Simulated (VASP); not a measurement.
# MgTl (Pm-3m) in VASP: further runs

The runs below take MgTl through electric field gradients, with LDA.

Everything below comes from runs of VASP 6.6.1. Logs are shortened: lines on timing, memory, paths and dates and some standing lists are left out, and cuts for length are marked.

### Step 1. The cell of the first run

It takes space group Pm-3m (No. 221, cubic). Conventional cell: a = 3.586 Å, b = 3.586 Å, c = 3.586 Å, α = 90.00°, β = 90.00°, γ = 90.00°. Within 4.1 Å of Mg (site symmetry m-3m) lie 8 Tl at 3.11 Å and 6 Mg at 3.59 Å. Tl (site symmetry m-3m) has 8 Mg at 3.11 Å and 6 Tl at 3.59 Å within 4.1 Å.

### Step 2. Electric field gradients, LDA (volume scaled by 0.96)

Contents of INCAR:

```
  PREC = Accurate
  ENCUT = 520
  EDIFF = 1E-8
  ISMEAR = -1
  SIGMA = 0.05
  LREAL = False
  LASPH = True
  NELM = 100
  ALGO = Normal
  ISIF = 2
  LWAVE = False
  LCHARG = False
  GGA = CA
  LEFG = True
  NBANDS = 14
```

Contents of KPOINTS:

```
Automatic mesh
0
Gamma
  9 9 9
```

Contents of POSCAR:

```
MgTl
1.0
    3.5858723561      0.0000000000      0.0000000000
    0.0000000000      3.5858723561      0.0000000000
    0.0000000000      0.0000000000      3.5858723561
Mg Tl
1 1
Direct
    0.0000000000      0.0000000000      0.0000000000
    0.5000000000      0.5000000000      0.5000000000
```

Potentials or basis: VASP PAW LDA potentials, release 64 (Mg, Tl_d).

Launch:

```
> cat potpaw_LDA.64/Mg/POTCAR potpaw_LDA.64/Tl_d/POTCAR > POTCAR
> mpirun -np 1 vasp_std > vasp.out
```

OUTCAR:

```text
PREC = Accurate
   ENCUT = 520
   EDIFF = 1E-8
   ISMEAR = -1
   LREAL = False
   LASPH = True
   NELM = 100
   ISIF = 2
   GGA = CA

 ion  position               nearest neighbor table
   1  0.000  0.000  0.000-   2 3.11   2 3.11   2 3.11   2 3.11   2 3.11   2 3.11   2 3.11   2 3.11

   2  0.500  0.500  0.500-   1 3.11   1 3.11   1 3.11   1 3.11   1 3.11   1 3.11   1 3.11   1 3.11

  LATTYP: Found a simple cubic cell.
 ALAT       =     3.5858723561

  Lattice vectors:

 A1 = (   3.5858723561,   0.0000000000,   0.0000000000)
 A2 = (   0.0000000000,   3.5858723561,   0.0000000000)
 A3 = (   0.0000000000,   0.0000000000,   3.5858723561)

Analysis of symmetry for initial positions (statically):
=====================================================================
 Subroutine PRICEL returns:
 Original cell was already a primitive cell.

 Routine SETGRP: Setting up the symmetry group for a
 simple cubic supercell.

 Subroutine GETGRP returns: Found 48 space group operations
 (whereof 48 operations were pure point group operations)
 out of a pool of 48 trial point group operations.

The static configuration has the point symmetry O_h .

Analysis of symmetry for dynamics (positions and initial velocities):
=====================================================================
 Subroutine PRICEL returns:
 Original cell was already a primitive cell.

 Routine SETGRP: Setting up the symmetry group for a
 simple cubic supercell.

 Subroutine GETGRP returns: Found 48 space group operations
 (whereof 48 operations were pure point group operations)
 out of a pool of 48 trial point group operations.

The dynamic configuration has the point symmetry O_h .

 Subroutine INISYM returns: Found 48 space group operations
 (whereof 48 operations are pure point group operations),
 and found     1 'primitive' translations

----------------------------------------------------------------------------------------

                                     Primitive cell

  volume of cell :      46.1089

  direct lattice vectors                    reciprocal lattice vectors
     3.585872356  0.000000000  0.000000000     0.278872169  0.000000000  0.000000000
     0.000000000  3.585872356  0.000000000     0.000000000  0.278872169  0.000000000
     0.000000000  0.000000000  3.585872356     0.000000000  0.000000000  0.278872169

  length of vectors
     3.585872356  3.585872356  3.585872356     0.278872169  0.278872169  0.278872169

  position of ions in fractional coordinates (direct lattice)
     0.000000000  0.000000000  0.000000000
     0.500000000  0.500000000  0.500000000

  ion indices of the primitive-cell ions
   primitive index   ion index
                 1           1
                 2           2

----------------------------------------------------------------------------------------

 KPOINTS: Automatic mesh

Automatic generation of k-mesh.
 Grid dimensions read from file:
 generate k-points for:    9    9    9

 Generating k-lattice:

  Cartesian coordinates                     Fractional coordinates (reciprocal lattice)
     0.030985797  0.000000000  0.000000000     0.111111111  0.000000000  0.000000000
     0.000000000  0.030985797  0.000000000     0.000000000  0.111111111  0.000000000
     0.000000000  0.000000000  0.030985797     0.000000000  0.000000000  0.111111111

  Length of vectors
     0.030985797  0.030985797  0.030985797

  Shift w.r.t. Gamma in fractional coordinates (k-lattice)
     0.000000000  0.000000000  0.000000000

 Subroutine IBZKPT returns following result:
 ===========================================

 Found     35 irreducible k-points:

 Following reciprocal coordinates:
            Coordinates               Weight
  0.000000  0.000000  0.000000      1.000000
  0.111111  0.000000  0.000000      6.000000
  0.222222  0.000000  0.000000      6.000000
  0.333333  0.000000  0.000000      6.000000
  0.444444  0.000000  0.000000      6.000000
  0.111111  0.111111  0.000000     12.000000
[... 16 lines left out ...]
  0.333333  0.333333  0.111111     24.000000
  0.444444  0.333333  0.111111     48.000000
 [... further k-points ...]
   k-points           NKPTS =     35   k-points in BZ     NKDIM =     35   number of bands    NBANDS=     14
   number of dos      NEDOS =    301   number of ions     NIONS =      2
   total plane-waves  NPLWV =  21952
   dimension x,y,z NGX =    28 NGY =   28 NGZ =   28
   dimension x,y,z NGXF=    56 NGYF=   56 NGZF=   56
   ions per type =               1   1
   NGX,Y,Z   is equivalent  to a cutoff of  12.98, 12.98, 12.98 a.u.
   NGXF,Y,Z  is equivalent  to a cutoff of  25.96, 25.96, 25.96 a.u.
 SYSTEM =  unknown system
   PREC   = accura    normal or accurate (medium, high low for compatibility)
   ISTART =      0    job   : 0-new  1-cont  2-samecut
   ICHARG =      2    charge: 1-file 2-atom 10-const
   ISPIN  =      1    spin polarized calculation?
   LNONCOLLINEAR =      F non collinear calculations
   LSORBIT =      F    spin-orbit coupling
   LASPH  =      T    aspherical Exc in radial PAW
   ENCUT  =  520.0 eV  38.22 Ry    6.18 a.u.   6.67  6.67  6.67*2*pi/ulx,y,z
   NELM   =    100;   NELMIN=  2; NELMDL= -5     # of ELM steps
   EDIFF  = 0.1E-07   stopping-criterion for ELM
   LREAL  =      F    real-space projection
   EDIFFG = 0.1E-06   stopping-criterion for IOM
   NSW    =      0    number of steps for IOM
   IBRION =     -1    ionic relax: 0-MD 1-quasi-New 2-CG
   NFREE  =      0    steps in history (QN), initial steepest desc. (CG)
   ISIF   =      2    stress and relaxation
   ISYM   =      2    0-nonsym 1-usesym 2-fastsym
   POTIM  = 0.5000    time-step for ionic-motion
   TEBEG  =    0.0;   TEEND  =   0.0 temperature during run
   PSTRESS=    0.0 pullay stress
   NELECT =      15.0000    total number of electrons
   NUPDOWN=      -1.0000    fix difference up-down
   EMIN   =  10.00;   EMAX   =-10.00  energy-range for DOS
   EFERMI =   0.00;   METHOD = LEGACY
   ISMEAR =    -1;   SIGMA  =   0.05  broadening in eV -4-tet -1-fermi 0-gaus
   EFERMI_NEDOS =   21; number of points for ismear=-14 and -15
   IALGO  =     38    algorithm
   IMIX   =      4    mixing-type and parameters
     AMIX     =   0.40;   BMIX     =  1.00
     AMIX_MAG =   1.60;   BMIX_MAG =  1.00
  volume/ion in A,a.u.               =      23.05       155.58
  Fermi-wavevector in a.u.,A,eV,Ry     =   1.125927  2.127694 17.248279  1.267713
  Thomas-Fermi vector in A             =   2.262607
   LORBIT       =      0    0 simple, 1 ext, 2 COOP (PROOUT), +10 PAW based schemes
   GGA     = CA    functional components
   LHFCALC =     F    Hartree Fock is set to
   AEXX    =    0.0000 exact exchange contribution
   IVDW    =     0    specifies the selected vdW correction
   LEPSILON=     F    determine dielectric tensor
   LRPA    =     F    only Hartree local field effects (RPA)
 non-spin polarized calculation
  energy-cutoff  :      520.00
  volume of cell :       46.11
 maximum number of plane-waves:      1264
 NGX is ok and might be reduce to    28
   NGX = 13   NGY = 13   NGZ = 13

 number of electron      15.0000000 magnetization

 Free energy of the ion-electron system (eV)
  ---------------------------------------------------
  ext. energy  EPLUGINS =         0.00000000
  ---------------------------------------------------
  free energy    TOTEN  =        -5.07493806 eV

  energy without entropy =       -5.06606076  energy(sigma->0) =       -5.07049941

 E-fermi :   5.7985     XC(G=0): -10.1555

 val. band max:        5.7502532998   @ k =   0.4444   0.3333   0.3333
 cond. band min:       5.8379822149   @ k =   0.3333   0.2222   0.1111
 fundamental gap:      0.0877289152
 Fermi energy:         5.7984696478

 k-point     1 :       0.0000    0.0000    0.0000
  band No.  band energies     occupation
      1      -6.1250      2.00000
      2      -6.1250      2.00000
      3      -5.7297      2.00000
      4      -5.7297      2.00000
      5      -5.7297      2.00000
      6      -4.1193      2.00000
      7       8.1819      0.00000
      8       8.1819      0.00000
      9       8.1819      0.00000
     10       9.4238      0.00000
     11      11.1679      0.00000
     12      11.1679      0.00000
     13      19.7085      0.00000
     14      19.7085      0.00000

 k-point     2 :       0.1111    0.0000    0.0000
  band No.  band energies     occupation
      1      -6.1204      2.00000
      2      -6.0873      2.00000
      3      -5.7471      2.00000
      4      -5.7471      2.00000
      5      -5.7278      2.00000
      6      -3.9699      2.00000
      7       6.4890      0.00000
      8       8.3515      0.00000
      9       8.3515      0.00000
     10      10.0529      0.00000
     11      11.2272      0.00000
     12      12.5617      0.00000
     13      18.0137      0.00000
     14      18.0137      0.00000

 k-point     3 :       0.2222    0.0000    0.0000
  band No.  band energies     occupation
      1      -6.1089      2.00000
      2      -5.9978      2.00000
      3      -5.7907      2.00000
      4      -5.7907      2.00000
      5      -5.7231      2.00000
      6      -3.5166      2.00000
      7       4.3175      2.00000
      8       8.8401      0.00000
      9       8.8401      0.00000
     10      10.5062      0.00000
     11      11.3958      0.00000
     12      15.2587      0.00000
     13      16.0952      0.00000
     14      16.0952      0.00000
[... 324 lines left out ...]
 k-point    23 :       0.3333    0.3333    0.1111
  band No.  band energies     occupation
      1      -6.0145      2.00000
      2      -5.9411      2.00000
      3      -5.8521      2.00000
      4      -5.8488      2.00000
      5      -5.6856      2.00000
      6      -1.3962      2.00000
      7       3.7717      2.00000
      8       4.0360      2.00000
      9       8.5676      0.00000
     10       9.3486      0.00000
     11      13.0923      0.00000
     12      13.6102      0.00000
     13      14.6964      0.00000
     14      17.3447      0.00000

 k-point    24 :       0.4444    0.3333    0.1111
  band No.  band energies     occupation
      1      -6.0616      2.00000
      2      -5.9261      2.00000
      3      -5.8833      2.00000
      4      -5.8455      2.00000
      5      -5.6128      2.00000
      6      -0.6568      2.00000
      7       2.5204      2.00000
      8       4.6772      2.00000
      9       7.3232      0.00000
     10      10.1930      0.00000
     11      11.9887      0.00000
     12      14.1841      0.00000
     13      14.7993      0.00000
     14      16.7631      0.00000

 [... further k-points ...]

------------------------ aborting loop because EDIFF is reached ----------------------------------------

  FORCE on cell =-STRESS in cart. coord.  units (eV):
  Direction    XX          YY          ZZ          XY          YZ          ZX
  --------------------------------------------------------------------------------------
  -------------------------------------------------------------------------------------
  Total       -0.3283018     -0.3283018     -0.3283018     -0.0000000      0.0000000      0.0000000
  in kB      -11.4077330    -11.4077330    -11.4077330     -0.0000000      0.0000000      0.0000000
  external PRESSURE =     -11.4077330 kB  Pullay stress =       0.0000000 kB

 VOLUME and BASIS-vectors are now :
 -----------------------------------------------------------------------------
  energy-cutoff  :      520.00
  volume of cell :       46.11
      direct lattice vectors                 reciprocal lattice vectors
     3.585872356  0.000000000  0.000000000     0.278872169  0.000000000  0.000000000
     0.000000000  3.585872356  0.000000000     0.000000000  0.278872169  0.000000000
     0.000000000  0.000000000  3.585872356     0.000000000  0.000000000  0.278872169

 POSITION                                       TOTAL-FORCE (eV/Angst)
 -----------------------------------------------------------------------------------
      0.00000      0.00000      0.00000         0.000000      0.000000      0.000000
      1.79294      1.79294      1.79294         0.000000      0.000000      0.000000
 -----------------------------------------------------------------------------------
    total drift:                                0.000000      0.000000      0.000000

  FREE ENERGIE OF THE ION-ELECTRON SYSTEM (eV)
  ---------------------------------------------------
  free  energy   TOTEN  =        -5.0749380647 eV

  energy  without entropy=       -5.0660607587  energy(sigma->0) =       -5.07049941

 Electric field gradients (V/A^2)
---------------------------------------------------------------------
 ion       V_xx      V_yy      V_zz      V_xy      V_xz      V_yz
---------------------------------------------------------------------
   1      -0.000    -0.000     0.000    -0.000    -0.000    -0.000
   2      -0.000    -0.000     0.000    -0.000     0.000     0.000
---------------------------------------------------------------------

 Electric field gradients after diagonalization (V/A^2)
 (convention: |V_zz| > |V_xx| > |V_yy|)
----------------------------------------------------------------------
 ion       V_xx      V_yy      V_zz     asymmetry (V_yy - V_xx)/ V_zz
----------------------------------------------------------------------
   1      -0.000    -0.000     0.000       0.059
   2      -0.000    -0.000     0.000       0.014
----------------------------------------------------------------------

           NMR quadrupolar parameters

 Cq : quadrupolar parameter    Cq=e*Q*V_zz/h
 eta: asymmetry parameters     (V_yy - V_xx)/ V_zz
 Q  : nuclear electric quadrupole moment in mb (millibarn)
----------------------------------------------------------------------
 ion       Cq(MHz)       eta       Q (mb)
----------------------------------------------------------------------
   1       0.000       0.059       1.000
   2       0.000       0.014       1.000
----------------------------------------------------------------------
```

It took 24 s on 1 thread of Intel Xeon Platinum 8259CL at 2.50GHz (Skylake/Cascade Lake), shared host; peak memory 0.15 GiB.

What came out:

```yaml
Free_energy: -5.0749 eV
Pressure: -1.1 GPa
```

Levels at points of the mesh, in eV from the Fermi level:
```
           k point  band 3  band 4  band 5  band 6  band 7  band 8  band 9  band 10  band 11  band 12
(0.00, 0.00, 0.00)  -11.53  -11.53  -11.53   -9.92    2.38    2.38    2.38     3.63     5.37     5.37
```

Caveat: without QUAD_EFG the Cq values of the log hold for a quadrupole moment of 1 mb, not for the nuclei; spin-orbit coupling is left out, which moves the levels of the heavy elements.

(Part 1 of 2 ends here.)
